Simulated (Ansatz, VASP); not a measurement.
Two plane-wave programs on Na

```
CELL_PARAMETERS angstrom
-2.02690 2.02690 2.02690
2.02690 -2.02690 2.02690
2.02690 2.02690 -2.02690
ATOMIC_POSITIONS crystal
Na 0.00000 0.00000 0.00000
```

Alike in both runs: functional LDA; k mesh 14 × 14 × 14; occupations gaussian, width 0.1 eV; no spin polarisation.

Ansatz relaxed the structure, and its values are those at the end. VASP's run is a single point on that final structure, the one shown.

```csv
,VASP,Ansatz
version,VASP 6.6.1,Ansatz 0.2.0
potentials or method,"VASP PAW LDA potentials, release 64 (Na_pv), cutoff 520 eV","scalar-relativistic, plane waves, PAW"
valence electrons in the cell,7,9
```

|  | VASP | Ansatz | Ansatz less VASP |
| --- | --- | --- | --- |
| gap on the k mesh at the Fermi level (eV) | none | none | - |
| pressure (GPa) | 0.0 | 0.0 | +0.03 |

Ansatz warns that its potentials were made for another functional, while VASP's fit it. LDA's correlation is that of Perdew and Zunger in VASP and of Perdew and Wang (1992) in Ansatz. A gap of «none» marks a metal or a gap that the smearing closes. VASP's potentials hold 7 valence electrons a cell and Ansatz's 9, so a difference there can come from the potentials and not from the codes.
